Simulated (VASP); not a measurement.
# SnSe (I4/mmm) in VASP: notebook

SnSe is run at these levels: PBE+D3(BJ); tasks: single point.

All numbers are computed with VASP 6.6.1; they aren't measurements. Logs are shortened: lines on timing, memory, paths and dates and some standing lists are left out, and cuts for length are marked.

## Step 1: The cell of the first run

The structure is tetragonal, space group I4/mmm (No. 139). Conventional cell: a = 4.778 Å, b = 4.778 Å, c = 4.778 Å, α = 90.00°, β = 90.00°, γ = 90.00°. Sn (site symmetry 4/mmm) has 2 Se at 2.39 Å within 3.2 Å. Within 3.2 Å of Se (site symmetry 4/mmm) lie 2 Sn at 2.39 Å.

## Step 2: Single point, PBE+D3(BJ)

File INCAR:

```
ALGO = Normal ; EDIFF = 1E-6
ENCUT = 520 ; GGA = PE
ISIF = 2 ; ISMEAR = 0
IVDW = 12 ; LASPH = T
LCHARG = F ; LREAL = F
LWAVE = F ; NBANDS = 17
NELM = 100 ; PREC = Accurate
SIGMA = 0.05
```

File KPOINTS:

```
k-points
0
Gamma
  12 12 12
```

File POSCAR:

```
SnSe
1.0
    0.0000000000      3.3787808521      2.3887980624
    3.3787808521      0.0000000000      2.3887980624
    3.3787808521      3.3787808521      0.0000000000
Sn Se
1 1
Direct
    0.0000000000      0.0000000000      0.0000000000
    0.5000000000      0.5000000000      0.5000000000
```

Potentials or basis: VASP PAW PBE potentials, release 64 (Sn_d, Se).

Launch:

```
cat potpaw_PBE.64/Sn_d/POTCAR potpaw_PBE.64/Se/POTCAR > POTCAR
mpirun -np 1 vasp_std > vasp.out
```

OUTCAR:

```text
EDIFF = 1E-6
   ENCUT = 520
   GGA = PE
   ISIF = 2
   ISMEAR = 0
   IVDW = 12
   LASPH = T
   LREAL = F
   NELM = 100
   PREC = Accurate
 IVDW          = 12

 ion  position               nearest neighbor table
   1  0.000  0.000  0.000-   2 2.39   2 2.39
   2  0.500  0.500  0.500-   1 2.39   1 2.39

  LATTYP: Found a body centered tetragonal cell.
 ALAT       =     4.7783177053
 C/A-ratio  =     0.9998489886

  Lattice vectors:

 A1 = (   0.0000000000,  -3.3787808521,  -2.3887980624)
 A2 = (   0.0000000000,   3.3787808521,  -2.3887980624)
 A3 = (   3.3787808521,   0.0000000000,   2.3887980624)

Analysis of symmetry for initial positions (statically):
=====================================================================
 Subroutine PRICEL returns:
 Original cell was already a primitive cell.

 Routine SETGRP: Setting up the symmetry group for a
 body centered tetragonal supercell.

 Subroutine GETGRP returns: Found 16 space group operations
 (whereof 16 operations were pure point group operations)
 out of a pool of 16 trial point group operations.

The static configuration has the point symmetry D_4h.

Analysis of symmetry for dynamics (positions and initial velocities):
=====================================================================
 Subroutine PRICEL returns:
 Original cell was already a primitive cell.

 Routine SETGRP: Setting up the symmetry group for a
 body centered tetragonal supercell.

 Subroutine GETGRP returns: Found 16 space group operations
 (whereof 16 operations were pure point group operations)
 out of a pool of 16 trial point group operations.

The dynamic configuration has the point symmetry D_4h.

 Subroutine INISYM returns: Found 16 space group operations
 (whereof 16 operations are pure point group operations),
 and found     1 'primitive' translations

----------------------------------------------------------------------------------------

                                     Primitive cell

  volume of cell :      54.5418

  direct lattice vectors                    reciprocal lattice vectors
     0.000000000  3.378780852  2.388798062    -0.147982371  0.147982371  0.209310284
     3.378780852  0.000000000  2.388798062     0.147982371 -0.147982371  0.209310284
     3.378780852  3.378780852  0.000000000     0.147982371  0.147982371 -0.209310284

  length of vectors
     4.137936228  4.137936228  4.778317705     0.295987092  0.295987092  0.295987092

  position of ions in fractional coordinates (direct lattice)
     0.000000000  0.000000000  0.000000000
     0.500000000  0.500000000  0.500000000

  ion indices of the primitive-cell ions
   primitive index   ion index
                 1           1
                 2           2

----------------------------------------------------------------------------------------

 KPOINTS: k-points

Automatic generation of k-mesh.
 Grid dimensions read from file:
 generate k-points for:   12   12   12

 Generating k-lattice:

  Cartesian coordinates                     Fractional coordinates (reciprocal lattice)
    -0.012331864  0.012331864  0.017442524     0.083333333 -0.000000000  0.000000000
     0.012331864 -0.012331864  0.017442524    -0.000000000  0.083333333  0.000000000
     0.012331864  0.012331864 -0.017442524     0.000000000  0.000000000  0.083333333

  Length of vectors
     0.024665591  0.024665591  0.024665591

  Shift w.r.t. Gamma in fractional coordinates (k-lattice)
     0.000000000  0.000000000  0.000000000

 Subroutine IBZKPT returns following result:
 ===========================================

 Found    163 irreducible k-points:

 Following reciprocal coordinates:
            Coordinates               Weight
  0.000000  0.000000  0.000000      1.000000
  0.083333  0.000000  0.000000      8.000000
  0.166667  0.000000  0.000000      8.000000
  0.250000  0.000000  0.000000      8.000000
  0.333333 -0.000000  0.000000      8.000000
  0.416667  0.000000  0.000000      8.000000
[... 16 lines left out ...]
  0.500000  0.166667  0.000000      8.000000
 -0.416667  0.166667  0.000000      8.000000
 [... further k-points ...]
   k-points           NKPTS =    163   k-points in BZ     NKDIM =    163   number of bands    NBANDS=     17
   number of dos      NEDOS =    301   number of ions     NIONS =      2
   total plane-waves  NPLWV =  36864
   dimension x,y,z NGX =    32 NGY =   32 NGZ =   36
   dimension x,y,z NGXF=    64 NGYF=   64 NGZF=   72
   ions per type =               1   1
   NGX,Y,Z   is equivalent  to a cutoff of  12.86, 12.86, 12.53 a.u.
   NGXF,Y,Z  is equivalent  to a cutoff of  25.71, 25.71, 25.05 a.u.
 SYSTEM =  unknown system
   PREC   = accura    normal or accurate (medium, high low for compatibility)
   ISTART =      0    job   : 0-new  1-cont  2-samecut
   ICHARG =      2    charge: 1-file 2-atom 10-const
   ISPIN  =      1    spin polarized calculation?
   LNONCOLLINEAR =      F non collinear calculations
   LSORBIT =      F    spin-orbit coupling
[... 98 lines left out ...]
      3     -16.1435      2.00000
      4     -16.1278      2.00000
      5     -16.1259      2.00000
      6      -8.6767      2.00000
[... 9 lines left out ...]
     16      14.0985      0.00000
     17      14.3555      0.00000

 k-point     5 :       0.3333   -0.0000    0.0000
  band No.  band energies     occupation
      1     -16.3457      2.00000
      2     -16.1490      2.00000
      3     -16.1427      2.00000
      4     -16.1265      2.00000
      5     -16.1221      2.00000
      6      -8.4760      2.00000
[... 9 lines left out ...]
     16      14.3636      0.00000
     17      15.6798      0.00000

 k-point     6 :       0.4167    0.0000    0.0000
  band No.  band energies     occupation
      1     -16.3383      2.00000
      2     -16.1504      2.00000
      3     -16.1424      2.00000
      4     -16.1268      2.00000
      5     -16.1177      2.00000
      6      -8.3079      2.00000
[... 9 lines left out ...]
     16      15.8079      0.00000
     17      16.5914      0.00000

 k-point     7 :       0.5000    0.0000    0.0000
  band No.  band energies     occupation
      1     -16.3356      2.00000
      2     -16.1510      2.00000
      3     -16.1423      2.00000
      4     -16.1269      2.00000
      5     -16.1162      2.00000
      6      -8.2407      2.00000
[... 9 lines left out ...]
     16      17.3190      0.00000
     17      17.5802      0.00000

 k-point     8 :       0.0833    0.0833    0.0000
  band No.  band energies     occupation
      1     -16.3638      2.00000
      2     -16.1455      2.00000
      3     -16.1455      2.00000
      4     -16.1355      2.00000
      5     -16.1251      2.00000
      6      -8.9354      2.00000
[... 9 lines left out ...]
     16      12.4865      0.00000
     17      12.4865      0.00000
[... 203 lines left out ...]
      1     -16.3406      2.00000
      2     -16.1442      2.00000
      3     -16.1442      2.00000
      4     -16.1314      2.00000
      5     -16.1273      2.00000
      6      -8.7097      2.00000
[... 9 lines left out ...]
     16      12.5684      0.00000
     17      14.7876      0.00000

 k-point    20 :       0.2500    0.1667    0.0000
  band No.  band energies     occupation
      1     -16.3349      2.00000
      2     -16.1435      2.00000
      3     -16.1425      2.00000
      4     -16.1286      2.00000
      5     -16.1277      2.00000
      6      -8.5317      2.00000
[... 9 lines left out ...]
     16      12.6293      0.00000
     17      16.1481      0.00000

 k-point    21 :       0.3333    0.1667    0.0000
  band No.  band energies     occupation
      1     -16.3364      2.00000
      2     -16.1437      2.00000
      3     -16.1406      2.00000
      4     -16.1295      2.00000
      5     -16.1225      2.00000
      6      -8.3267      2.00000
[... 9 lines left out ...]
     16      13.6631      0.00000
     17      17.5738      0.00000

 k-point    22 :       0.4167    0.1667    0.0000
  band No.  band energies     occupation
      1     -16.3447      2.00000
      2     -16.1438      2.00000
      3     -16.1389      2.00000
      4     -16.1295      2.00000
      5     -16.1182      2.00000
      6      -8.1577      2.00000
[... 9 lines left out ...]
     16      15.0237      0.00000
     17      18.3027      0.00000

 k-point    23 :       0.5000    0.1667    0.0000
  band No.  band energies     occupation
      1     -16.3574      2.00000
      2     -16.1433      2.00000
      3     -16.1377      2.00000
      4     -16.1290      2.00000
      5     -16.1164      2.00000
      6      -8.0917      2.00000
[... 9 lines left out ...]
     16      16.2582      0.00000
     17      17.1860      0.00000

 k-point    24 :      -0.4167    0.1667    0.0000
  band No.  band energies     occupation
      1     -16.3711      2.00000
      2     -16.1422      2.00000
      3     -16.1370      2.00000
      4     -16.1284      2.00000
      5     -16.1180      2.00000
      6      -8.1539      2.00000
[... 9 lines left out ...]
     16      15.4199      0.00000
     17      16.9230      0.00000

 [... further k-points ...]

------------------------ aborting loop because EDIFF is reached ----------------------------------------

 Edisp (eV)   -0.73795

 E8    (eV) :    -0.3329

  FORCE on cell =-STRESS in cart. coord.  units (eV):
  Direction    XX          YY          ZZ          XY          YZ          ZX
  --------------------------------------------------------------------------------------
  -------------------------------------------------------------------------------------
  Total      -0.25220    -0.25220    17.58226     0.00000     0.00000    -0.00000
  in kB      -7.40847    -7.40847   516.48266     0.00000     0.00000    -0.00000
  external pressure =      167.22 kB  Pullay stress =        0.00 kB

 VOLUME and BASIS-vectors are now :
 -----------------------------------------------------------------------------
  energy-cutoff  :      520.00
  volume of cell :       54.54
      direct lattice vectors                 reciprocal lattice vectors
     0.000000000  3.378780852  2.388798062    -0.147982371  0.147982371  0.209310284
     3.378780852  0.000000000  2.388798062     0.147982371 -0.147982371  0.209310284
     3.378780852  3.378780852  0.000000000     0.147982371  0.147982371 -0.209310284

 POSITION                                       TOTAL-FORCE (eV/Angst)
 -----------------------------------------------------------------------------------
      0.00000      0.00000      0.00000        -0.000000     -0.000000      0.000000
      3.37878      3.37878      2.38880         0.000000      0.000000      0.000000
 -----------------------------------------------------------------------------------
    total drift:                                0.000000     -0.000000     -0.000000

  FREE ENERGIE OF THE ION-ELECTRON SYSTEM (eV)
  ---------------------------------------------------
  free  energy   TOTEN  =        -6.9868608376 eV

  energy  without entropy=       -6.9852330953  energy(sigma->0) =       -6.98604697
```

Wall time 2.4 min (1 thread of Intel Xeon 8259CL, shared host); peak memory 0.31 GiB.

Results:

| Property | Result |
| --- | --- |
| Free energy | -6.9869 eV |
| Pressure | 16.7 GPa |
| Band gap on the k mesh | zero (bands 10 and 11 overlap by 1.91 eV) |
| Dispersion energy per atom | -0.369 eV |

Levels at points of the mesh, in eV from the Fermi level:
```
           k point  band 6  band 7  band 8  band 9  band 10  band 11  band 12  band 13  band 14  band 15
(0.00, 0.00, 0.00)  -15.16   -5.70   -4.76   -2.40    -2.40     2.04     2.04     4.66     5.18     5.18
(0.50, 0.00, 0.00)  -14.39   -9.55   -3.08   -3.08    -1.08    -0.26     2.22     3.41     7.11     7.70
(0.50, 0.50, 0.00)  -13.77   -7.06   -6.00   -5.14    -5.14     1.79     4.30     4.30     7.58    10.06
(0.50, 0.00, 0.50)  -14.38   -6.33   -6.24   -5.30    -2.50     1.86     3.46     4.33     6.60     9.23
```

Caveat: the stress differs along the axes, from -1 to 52 GPa; spin-orbit coupling is left out, which moves the levels of the heavy elements.

## Step 3: Single point, PBE+D3(BJ)

This run uses another cell than the first one, of the same volume but with other edges.

File INCAR:

```
SYSTEM = SnSe
PREC = Accurate
ENCUT = 520
EDIFF = 1E-6
ISMEAR = 0
SIGMA = 0.05
LREAL = .False.
LASPH = .True.
NELM = 100
ALGO = Normal
ISIF = 2
LWAVE = .False.
LCHARG = .False.
GGA = PE
IVDW = 12
NBANDS = 17
```

File KPOINTS:

```
Automatic mesh
0
Gamma
  12 12 12
  0 0 0
```

File POSCAR:

```
SnSe
1.0
    0.0000000000      2.6817401395      3.7919805573
    2.6817401395      0.0000000000      3.7919805573
    2.6817401395      2.6817401395      0.0000000000
Sn Se
1 1
Direct
    0.0000000000      0.0000000000      0.0000000000
    0.5000000000      0.5000000000      0.5000000000
```

Potentials or basis: VASP PAW PBE potentials, release 64 (Sn_d, Se).

Launch:

```
cat potpaw_PBE.64/Sn_d/POTCAR potpaw_PBE.64/Se/POTCAR > POTCAR
mpirun -np 1 vasp_std > vasp.out
```

Wall time 3 min (1 thread of Intel Xeon 8259CL, shared host); peak memory 0.31 GiB.

Results (log left out):

```yaml
Free_energy: -7.8095 eV
Pressure: 10.3 GPa
Band_gap_on_the_k_mesh: zero (bands 10 and 11 overlap by 1.00 eV)
Dispersion_energy_per_atom: -0.347 eV
```

Stress tensor (GPa, compression positive):
```
18.25  0.00  0.00
 0.00 18.25  0.00
 0.00  0.00 -5.48
```

Levels at points of the mesh, in eV from the Fermi level:
```
           k point  band 6  band 7  band 8  band 9  band 10  band 11  band 12  band 13  band 14  band 15
(0.00, 0.00, 0.00)  -15.00   -4.72   -3.73   -3.73    -2.85     2.17     3.40     4.14     6.82     6.82
(0.50, 0.00, 0.00)  -13.98   -9.23   -2.95   -2.22    -0.77     1.05     1.41     1.64     7.33     9.27
(0.50, 0.50, 0.00)  -14.64   -5.69   -4.84   -4.04    -4.04     3.22     3.52     6.80     6.80    10.80
(0.50, 0.00, 0.50)  -13.07   -6.71   -6.52   -6.26    -2.82     1.82     2.74     6.84     7.61     7.61
```

Caveat: the stress differs along the axes, from -5 to 18 GPa; spin-orbit coupling is left out, which moves the levels of the heavy elements.

## Step 4: Single point, PBE+D3(BJ)

This run uses another cell than the first one, of the same volume but with other edges.

File INCAR:

```
SYSTEM = SnSe
PREC = Accurate
ENCUT = 520
EDIFF = 1E-7
ISMEAR = 0
SIGMA = 0.05
LREAL = .FALSE.
LASPH = .TRUE.
NELM = 60
ALGO = Normal
ISIF = 2
LWAVE = .FALSE.
LCHARG = .FALSE.
GGA = PE
IVDW = 12
NBANDS = 17
```

File KPOINTS:

```
regular mesh
0
G
  12 12 12
  0 0 0
```

File POSCAR:

```
SnSe
1.0
    0.0000000000      3.1775582479      2.7009245107
    3.1775582479      0.0000000000      2.7009245107
    3.1775582479      3.1775582479      0.0000000000
Sn Se
1 1
Direct
    0.0000000000      0.0000000000      0.0000000000
    0.5000000000      0.5000000000      0.5000000000
```

Launch:

```
cat potpaw_PBE.64/Sn_d/POTCAR potpaw_PBE.64/Se/POTCAR > POTCAR
mpirun -np 1 vasp_std > vasp.out
```

It took 3.5 min on 1 thread of Intel Xeon 8259CL, shared host; peak memory 0.31 GiB.

The run converged. Its results:

```
Free energy                : -8.4900 eV
Pressure                   : 2.5 GPa
Band gap on the k mesh     : zero (bands 10 and 11 overlap by 0.19 eV)
Dispersion energy per atom : -0.353 eV
```

Stress tensor (GPa, compression positive):
```
-5.53  0.00  0.00
 0.00 -5.53  0.00
 0.00  0.00 18.42
```

Levels at points of the mesh, in eV from the Fermi level:
```
           k point  band 8  band 9  band 10  band 11  band 12  band 13
(0.00, 0.00, 0.00)   -3.80   -2.10    -2.10     2.79     2.79     5.24
(0.50, 0.00, 0.00)   -2.51   -2.39    -0.54     0.44     0.73     1.72
(0.50, 0.50, 0.00)   -6.17   -4.33    -4.33     2.31     4.57     4.57
(0.50, 0.00, 0.50)   -5.82   -4.89    -3.00     2.95     3.35     4.97
```

Caveat: the stress differs along the axes, from -6 to 18 GPa; semilocal functionals underestimate gaps, and a narrow one can read as zero; spin-orbit coupling is left out, which moves the levels of the heavy elements.

## Step 5: Single point, PBE+D3(BJ)

This run uses another cell than the first one, of the same volume but with other edges.

File INCAR:

```
SYSTEM = SnSe
PREC     = Accurate       ! precision mode
ENCUT    = 520            ! plane-wave cutoff, eV
EDIFF    = 1E-6           ! SCF threshold, eV
ISMEAR   = 0              ! smearing method
SIGMA    = 0.05           ! smearing width, eV
LREAL    = .False.        ! projectors in reciprocal space
LASPH    = .True.         ! aspherical terms in the spheres
NELM     = 60             ! most SCF steps
ALGO     = Normal         ! electronic algorithm
ISIF     = 2              ! what is computed and relaxed
LWAVE    = .False.        ! write WAVECAR
LCHARG   = .False.        ! write CHGCAR
GGA      = PE             ! functional
IVDW     = 12             ! dispersion correction
NBANDS   = 17             ! bands
```

File KPOINTS:

```
regular mesh
0
Gamma
  12 12 12
  0 0 0
```

File POSCAR:

```
SnSe
1.0
    0.0000000000      2.8325184469      3.3990221363
    2.8325184469      0.0000000000      3.3990221363
    2.8325184469      2.8325184469      0.0000000000
Sn Se
1 1
Direct
    0.0000000000      0.0000000000      0.0000000000
    0.5000000000      0.5000000000      0.5000000000
```

Launch:

```
cat potpaw_PBE.64/Sn_d/POTCAR potpaw_PBE.64/Se/POTCAR > POTCAR
mpirun -np 1 vasp_std > vasp.out
```

Wall time 3.3 min (1 thread of Intel Xeon 8259CL, shared host); peak memory 0.31 GiB.

It converged, with:

```yaml
Free_energy: -8.5535 eV
Pressure: 2.8 GPa
Band_gap_on_the_k_mesh: zero (bands 10 and 11 overlap by 0.36 eV)
Dispersion_energy_per_atom: -0.352 eV
```

Stress tensor (GPa, compression positive):
```
 7.95  0.00  0.00
 0.00  7.95  0.00
 0.00  0.00 -7.59
```

Levels at points of the mesh, in eV from the Fermi level:
```csv
k point,band 8,band 9,band 10,band 11,band 12,band 13
"(0.00, 0.00, 0.00)",-3.01,-3.01,-1.82,2.16,4.85,5.35
"(0.50, 0.00, 0.00)",-2.47,-2.05,-0.42,0.79,0.96,1.46
"(0.50, 0.50, 0.00)",-5.53,-3.73,-3.73,3.16,4.36,5.94
"(0.50, 0.00, 0.50)",-5.98,-5.02,-3.09,2.73,3.04,6.59
```

Caveat: the stress differs along the axes, from -8 to 8 GPa; semilocal functionals underestimate gaps, and a narrow one can read as zero; spin-orbit coupling is left out, which moves the levels of the heavy elements.

## Step 6: The runs side by side

```tsv
cell	gap on the mesh (eV)	pressure (GPa)
a = 4.138, b = 4.138, c = 4.778 Å, angles 54.7, 54.7, 70.5°, 2 atoms	none	16.7
a = 4.644, b = 4.644, c = 3.793 Å, angles 65.9, 65.9, 48.2°, 2 atoms	none	10.3
a = 4.170, b = 4.170, c = 4.494 Å, angles 57.4, 57.4, 65.2°, 2 atoms	none	2.5
a = 4.425, b = 4.425, c = 4.006 Å, angles 63.1, 63.1, 53.8°, 2 atoms	none	2.8
```

Alike in all rows: task single point; level PBE+D3(BJ); potentials or basis VASP PAW PBE potentials, release 64 (Sn_d, Se); no spin polarisation; k mesh 12 × 12 × 12; cutoff (eV) 520; smearing gaussian 0.05 eV.

Caveats: spin-orbit coupling is left out, which moves the levels of the heavy elements; semilocal functionals underestimate gaps, and a narrow one can read as zero (at least some runs); the stress differs along the axes, from -1 to 52 GPa (at least some runs); the stress differs along the axes, from -5 to 18 GPa (at least some runs); the stress differs along the axes, from -6 to 18 GPa (at least some runs); the stress differs along the axes, from -8 to 8 GPa (at least some runs).

Total energies depend on the potentials used, so only differences within one code and one set of settings carry meaning.
